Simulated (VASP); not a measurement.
Runs of VASP 6.6.1 on MoS2. The structure is that of space group P-6m2 (No. 187), or close to it. The cells are those of the table. 

| task | level | cell | k mesh | cutoff (eV) | smearing | gap on the mesh (eV) | pressure (GPa) | largest force (eV/Å) |
| --- | --- | --- | --- | --- | --- | --- | --- | --- |
| single point | PBE+D4 | a = 3.153, b = 3.153, c = 6.684 Å, angles 90.0, 90.0, 120.0°, 3 atoms | 12 × 12 × 4 | 520 | fermi-dirac 0.02 eV | (a) | -0.1 | 0.01 |
| single point | PBE | a = 3.171, b = 3.171, c = 6.810 Å, angles 90.0, 90.0, 120.0°, 3 atoms | 6 × 6 × 2 | 500 | gaussian 0.01 eV | 1.28 | 2.0 | 0.12 |
| single point | PBE | a = 3.171, b = 3.171, c = 6.810 Å, angles 90.0, 90.0, 120.0°, 3 atoms | 12 × 12 × 4 | 520 | fermi-dirac 0.02 eV | 1.28 | 2.0 | 0.12 |
| single point | PBE | a = 3.171, b = 3.171, c = 6.810 Å, angles 90.0, 90.0, 120.0°, 3 atoms | 6 × 6 × 2 | 520 | gaussian 0.01 eV | 1.28 | 2.0 | 0.12 |
| dielectric tensor | PBE | a = 3.171, b = 3.171, c = 6.810 Å, angles 90.0, 90.0, 120.0°, 3 atoms | 9 × 9 × 4 | 520 | gaussian 0.01 eV | 1.28 | - | - |
| single point | r2SCAN+rVV10 | a = 3.171, b = 3.171, c = 6.810 Å, angles 90.0, 90.0, 120.0°, 3 atoms | 12 × 12 × 4 | 520 | fermi-dirac 0.02 eV | 1.36 | 0.2 | 0.02 |
| single point | PBE+D3(BJ) | a = 3.149, b = 3.149, c = 6.689 Å, angles 90.0, 90.0, 120.0°, 3 atoms | 12 × 12 × 2 | 520 | fermi-dirac 0.02 eV | 1.25 | -0.1 | 0.01 |
| relaxation of cell and atoms | PBE+D3(BJ) | relaxed from a = 3.184, b = 3.184, c = 17.335 Å, angles 90.0, 90.0, 120.0°, 3 atoms | 12 × 12 × 2 | 600 | fermi-dirac 0.02 eV | 1.25 | - | - |

Alike in all rows: potentials or basis VASP PAW PBE potentials, release 64 (Mo_sv, S); no spin polarisation.

**Question.** Fill in the values left out.

**Answer.** (a) 1.24.

Caveats: some runs use coarse meshes; this functional lacks dispersion, which binds the layers, so the pressure and a relaxed spacing across them are unreliable (some runs); the PAW data sets were made with another functional, which shifts forces and pressure a little (some runs).

A k mesh can miss the band edges, and the runs leave out spin-orbit coupling on Mo.
